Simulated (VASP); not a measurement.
A run of VASP 6.6.1:

The input POSCAR:

```
InAs
1.0
    0.0000000000      3.0848359079      3.0848359079
    3.0848359079      0.0000000000      3.0848359079
    3.0848359079      3.0848359079      0.0000000000
In As
1 1
Direct
    0.0000000000      0.0000000000      0.0000000000
    0.2500000000      0.2500000000      0.2500000000
```

The input INCAR.step1:

```
ALGO = Normal
EDIFF = 1E-4
ENCUT = 520
GGA = PE
ISMEAR = -1
LASPH = T
LCHARG = F
LREAL = F
LWAVE = T
NBANDS = 16
NELM = 60
PREC = Accurate
SIGMA = 0.02
```

File INCAR.step2:

```
ALGO = Normal
EDIFF = 1E-6
ENCUT = 520
ISIF = 2
ISMEAR = -1
ISTART = 1
LASPH = T
LCHARG = F
LMIXTAU = T
LREAL = F
LWAVE = F
METAGGA = R2SCAN
NBANDS = 16
NELM = 60
PREC = Accurate
SIGMA = 0.02
```

KPOINTS

```
k-points
0
Gamma
  6 6 6
```

Potentials or basis: VASP PAW PBE potentials, release 64 (In_d, As).

Command:

```bash
$ cat potpaw_PBE.64/In_d/POTCAR potpaw_PBE.64/As/POTCAR > POTCAR
$ cp INCAR.step1 INCAR
$ mpirun -np 1 vasp_std > vasp.out
$ cp INCAR.step2 INCAR
$ mpirun -np 1 vasp_std > vasp.out
```

Hardware: 1 thread of AMD EPYC 7R13, on a shared host.

Problem. Estimate the wall time of this run.

Solution. Run time: 83 s on 1 thread of AMD EPYC 7R13, with other jobs on the host, peak memory 0.16 GiB. Counts: k points 16.
